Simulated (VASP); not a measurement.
A run of VASP 6.6.1 is set up as follows.

INCAR

```
SYSTEM = Zr
PREC = Accurate
ENCUT = 600
EDIFF = 1E-8
ISMEAR = -1
SIGMA = 0.05
LREAL = .False.
LASPH = .True.
NELM = 100
ALGO = Normal
ISIF = 3
LWAVE = .False.
LCHARG = .True.
GGA = PS
NBANDS = 19
IBRION = 6
NFREE = 2
POTIM = 0.015
NSW = 1
```

Contents of KPOINTS:

```
Automatic mesh
0
Gamma
  7 7 4
  0 0 0
```

File POSCAR:

```
Zr
1.0
    3.2320000000      0.0000000000      0.0000000000
   -1.6160000000      2.7989941050      0.0000000000
    0.0000000000      0.0000000000      5.1470000000
Zr
2
Direct
    0.6666666667      0.3333333333      0.7500000000
    0.3333333333      0.6666666667      0.2500000000
```

Potentials or basis: VASP PAW PBE potentials, release 64 (Zr_sv).

Command:

```console
$ cat potpaw_PBE.64/Zr_sv/POTCAR > POTCAR
$ mpirun -np 1 vasp_std > vasp.out
```

Q: What does it give for the Voigt bulk modulus?

A: 92 GPa.

Q: Estimate the highest phonon frequency at Γ.

A: 131 cm⁻¹.

Elastic tensor in Voigt notation (GPa, in the Cartesian axes of the cell as first typed):
```
 46 161  67   0   0   0
161  46  67   0   0   0
 67  67 143   0   0   0
  0   0   0  20   0   0
  0   0   0   0  20   0
  0   0   0   0   0 -58
```

Caveat: the cell is under stress, which shifts elastic constants; the elastic tensor has a negative eigenvalue, so either the cell is unstable as it stands or the mesh is too thin; the PAW data sets were made with another functional, which shifts forces and pressure a little.
